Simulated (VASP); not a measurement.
Here is a VASP 6.6.1 calculation.

File INCAR:

```
SYSTEM = In
  ALGO = Normal
  EDIFF = 1E-6
  ENCUT = 500
  GGA = PE
  GGA_COMPAT = .FALSE.
  ISIF = 2
  ISMEAR = -1
  LASPH = .TRUE.
  LCHARG = .FALSE.
  LREAL = .FALSE.
  LWAVE = .FALSE.
  NBANDS = 12
  NELM = 120
  PREC = Accurate
  SIGMA = 0.08
```

File KPOINTS:

```
k-points
0
G
  15 15 15
  0 0 0
```

Contents of POSCAR:

```
In
1.0
   -1.7577949869      1.7577949869      1.7577949869
    1.7577949869     -1.7577949869      1.7577949869
    1.7577949869      1.7577949869     -1.7577949869
In
1
Direct
    0.0000000000      0.0000000000      0.0000000000
```

Potentials or basis: VASP PAW PBE potentials, release 64 (In_d).

Run with:

```console
$ cat potpaw_PBE.64/In_d/POTCAR > POTCAR
$ mpirun -np 1 vasp_std > vasp.out
```

**Question.** Predict the pressure.

**Answer.** 16.0 GPa.
